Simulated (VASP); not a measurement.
**TiTe2: electric field gradients with PBEsol**

Crystal: TiTe2.

```
CELL_PARAMETERS angstrom
3.77700 0.03777 0.03777
-1.85579 3.25209 0.01382
0.06498 0.06498 6.49800
ATOMIC_POSITIONS crystal
Ti 0.00000 0.00000 0.00000
Te 0.66667 0.33333 0.26280
Te 0.33333 0.66667 0.73720
```

This cell differs from its parent crystal: equal xy, yz and zx shear strains of +2 %.

* Program: VASP 6.6.1
* Task: electric field gradients
* Functional: PBEsol
* Potentials or basis: VASP PAW PBE potentials, release 64 (Ti_sv, Te)
* Cutoff: 520 eV
* k mesh: 13 × 13 × 7
* Occupations: fermi-dirac, width 0.03 eV
* Spin: no spin polarisation
* Dipole correction: no
* Further INCAR settings: ALGO = Normal; EDIFF = 1e-08; NBANDS = 19

The pressure is -2.1 GPa, the largest force is 0.214 eV/Å and the band gap on the k mesh is zero (bands 12 and 13 overlap by 0.71 eV). The largest electric field gradient by atom is Ti -30.3; Te -66.1 V/Å².

Forces in eV/Å, atoms in the order of the input:
```
Ti   0.000  0.000  0.000
Te  -0.159 -0.124 -0.071
Te   0.159  0.124  0.071
```

Stress tensor (GPa, compression positive):
```
-2.78 -0.96 -1.36
-0.96 -2.12 -1.06
-1.36 -1.06 -1.36
```

Levels at points of the mesh, in eV from the Fermi level:
| k point | band 9 | band 10 | band 11 | band 12 | band 13 | band 14 | band 15 | band 16 |
| --- | --- | --- | --- | --- | --- | --- | --- | --- |
| (0.00, 0.00, 0.00) | -1.66 | 0.29 | 0.36 | 0.40 | 0.58 | 1.00 | 1.13 | 2.98 |

Electric field gradients, principal values (V/Å²):
```csv
atom,least,middle,greatest (by size)
1 Ti,7.078,23.225,-30.303
2 Te,15.540,50.576,-66.116
3 Te,15.540,50.576,-66.116
```

It took 27 min on 1 thread of Oxide Virtual Turin-like Processor, with other jobs on the host, peak memory 0.85 GiB.

Caveat: the cell differs from its parent crystal (equal xy, yz and zx shear strains of +2 %); without QUAD_EFG the Cq values of the log hold for a quadrupole moment of 1 mb, not for the nuclei; the PAW data sets were made with another functional, which shifts forces and pressure a little; spin-orbit coupling is left out, which moves the levels of the heavy elements.
